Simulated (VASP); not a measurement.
# Al3GaN4 (P-43m) in VASP: a series of runs, part 2 of 2

VASP 6.6.1.

## (4) Relaxation of cell and atoms, PBEsol

This run uses another cell than the first one, of 10.66 Å³/atom.

File INCAR:

```
SYSTEM = Al3GaN4
PREC = Accurate ; ENCUT = 600
EDIFF = 1E-7 ; ISMEAR = 0
SIGMA = 0.02 ; LREAL = .FALSE.
LASPH = .TRUE. ; NELM = 60
ALGO = Normal ; ISIF = 3
LWAVE = .FALSE. ; LCHARG = .FALSE.
GGA = PS ; IBRION = 2
NSW = 100 ; EDIFFG = -0.005
```

File KPOINTS:

```
Automatic mesh
0
G
  6 6 6
  0 0 0
```

File POSCAR:

```
Al3GaN4
1.0
    4.4014385300      0.0000000000      0.0000000000
    0.0000000000      4.4014385300      0.0000000000
    0.0000000000      0.0000000000      4.4014385300
Al Ga N
3 1 4
Direct
    0.5000000000      0.5000000000      0.0000000000
    0.5000000000      0.0000000000      0.5000000000
    0.0000000000      0.5000000000      0.5000000000
    0.0000000000      0.0000000000      0.0000000000
    0.7441634300      0.7441634300      0.2558365700
    0.7441634300      0.2558365700      0.7441634300
    0.2558365700      0.7441634300      0.7441634300
    0.2558365700      0.2558365700      0.2558365700
```

Potentials or basis: VASP PAW PBE potentials, release 64 (Al, Ga_d, N).

Launch:

```bash
$ cat potpaw_PBE.64/Al/POTCAR potpaw_PBE.64/Ga_d/POTCAR potpaw_PBE.64/N/POTCAR > POTCAR
$ mpirun -np 1 vasp_std > vasp.out
```

OUTCAR:

```text
SYSTEM = Al3GaN4
   PREC = Accurate
   ENCUT = 600
   EDIFF = 1E-7
   ISMEAR = 0
   LREAL = .FALSE.
   LASPH = .TRUE.
   NELM = 60
   ISIF = 3
   GGA = PS
   IBRION = 2
   NSW = 100
   EDIFFG = -0.005

 ion  position               nearest neighbor table
   1  0.500  0.500  0.000-   5 1.89   6 1.89   7 1.89   8 1.89   3 3.11   4 3.11   2 3.11   2 3.11
                             3 3.11   2 3.11   4 3.11   2 3.11   3 3.11   4 3.11   3 3.11   4 3.11
   2  0.500  0.000  0.500-   5 1.89   6 1.89   7 1.89   8 1.89   3 3.11   4 3.11   1 3.11   1 3.11
                             4 3.11   1 3.11   3 3.11   1 3.11   3 3.11   4 3.11   4 3.11   3 3.11
   3  0.000  0.500  0.500-   5 1.89   6 1.89   7 1.89   8 1.89   2 3.11   4 3.11   1 3.11   1 3.11
                             4 3.11   2 3.11   4 3.11   4 3.11   1 3.11   2 3.11   1 3.11   2 3.11
   4  0.000  0.000  0.000-   5 1.95   6 1.95   7 1.95   8 1.95   2 3.11   3 3.11   1 3.11   2 3.11
                             3 3.11   1 3.11   3 3.11   3 3.11   1 3.11   2 3.11   2 3.11   1 3.11
   5  0.744  0.744  0.256-   1 1.89   2 1.89   3 1.89   4 1.95
[... 204 lines left out ...]
  Total        0.3099047      0.3099047      0.3099047     -0.0000000      0.0000000     -0.0000000
  in kB        5.8231070      5.8231070      5.8231070     -0.0000000      0.0000000     -0.0000000
  external PRESSURE =       5.8231070 kB  Pullay stress =       0.0000000 kB
[... 155 lines left out ...]
--------------------------------------- Ionic step        5  -------------------------------------------

 number of electron      41.9999989 magnetization

 Free energy of the ion-electron system (eV)
  ---------------------------------------------------
  ext. energy  EPLUGINS =         0.00000000
  ---------------------------------------------------
  free energy    TOTEN  =       -59.95737635 eV

  energy without entropy =      -59.95737635  energy(sigma->0) =      -59.95737635

 E-fermi :   5.7195     XC(G=0): -11.3324

 val. band max:        5.6266798601   @ k =   0.0000   0.0000   0.0000
 cond. band min:       8.9431404315   @ k =   0.0000   0.0000   0.0000
 fundamental gap:      3.3164605714
 Fermi energy:         5.7194553214

 k-point     1 :       0.0000    0.0000    0.0000
  band No.  band energies     occupation
      1      -9.5360      2.00000
      2      -7.7729      2.00000
      3      -7.7729      2.00000
      4      -7.7729      2.00000
      5      -6.9816      2.00000
      6      -6.9816      2.00000
[... 604 lines left out ...]
  FREE ENERGIE OF THE ION-ELECTRON SYSTEM (eV)
  ---------------------------------------------------
  free  energy   TOTEN  =       -59.9573763548 eV

  energy  without entropy=      -59.9573763548  energy(sigma->0) =      -59.95737635

 reached required accuracy - stopping structural energy minimisation
```

Run time: 4.7 min. Hardware: 1 thread of Intel Xeon 8259CL, shared host; peak memory 0.24 GiB.

Results:

* Free energy: -59.9574 eV
* Relaxed volume: 10.69 Å³/atom
* Relaxed cell: a = 4.406 Å, b = 4.406 Å, c = 4.406 Å, α = 90.00°, β = 90.00°, γ = 90.00°
* Space group after relaxing (to 0.1 Å): P-43m (No. 215)
* Energy gained by relaxing: 0.2 meV/atom
* Ionic steps: 5
* Pressure after relaxing: 0.0 GPa
* Band gap on the k mesh: 3.32 eV

Step by step:
```tsv
step	energy change (eV)	largest force (eV/Å)	pressure (GPa)	volume (Å³)
1	0.0000	0.1084	0.58	85.27
2	-0.0010	0.0177	-0.52	85.75
3	-0.0013	0.0241	-0.16	85.59
4	-0.0014	0.0087	0.06	85.49
5	-0.0014	0.0001	0.01	85.51
```

Final structure:
```xyz
8
Lattice="4.4057 0.0000 0.0000 0.0000 4.4057 0.0000 0.0000 0.0000 4.4057" Properties=species:S:1:pos:R:3 pbc="T T T"
Al    2.2028    2.2028    0.0000
Al    2.2028    0.0000    2.2028
Al    4.4057    2.2028    2.2028
Ga    0.0000    0.0000    0.0000
N     3.2811    3.2811    1.1245
N     3.2811    1.1245    3.2811
N     1.1245    3.2811    3.2811
N     1.1245    1.1245    1.1245
```

Caveat: the PAW data sets were made with another functional, which shifts forces and pressure a little. A k mesh can miss the band edges.

## (5) The runs side by side

| task | cell | cutoff (eV) | smearing | gap on the mesh (eV) | pressure (GPa) | largest force (eV/Å) |
| --- | --- | --- | --- | --- | --- | --- |
| single point | a = 4.407 Å, 8 atoms | 520 | gaussian 0.02 eV | 3.32 | -0.1 | 0.01 |
| single point | a = 4.407 Å, 8 atoms | 520 | gaussian 0.05 eV | 3.32 | -0.1 | 0.01 |
| relaxation of cell and atoms | relaxed from a = 4.401 Å, 8 atoms | 600 | gaussian 0.02 eV | 3.32 | 0.0 | - |

Alike in all rows: level PBEsol; potentials or basis VASP PAW PBE potentials, release 64 (Al, Ga_d, N); no spin polarisation; k mesh 6 × 6 × 6.

Caveats: the PAW data sets were made with another functional, which shifts forces and pressure a little.

Total energies depend on the potentials used, so only differences within one code and one set of settings carry meaning.
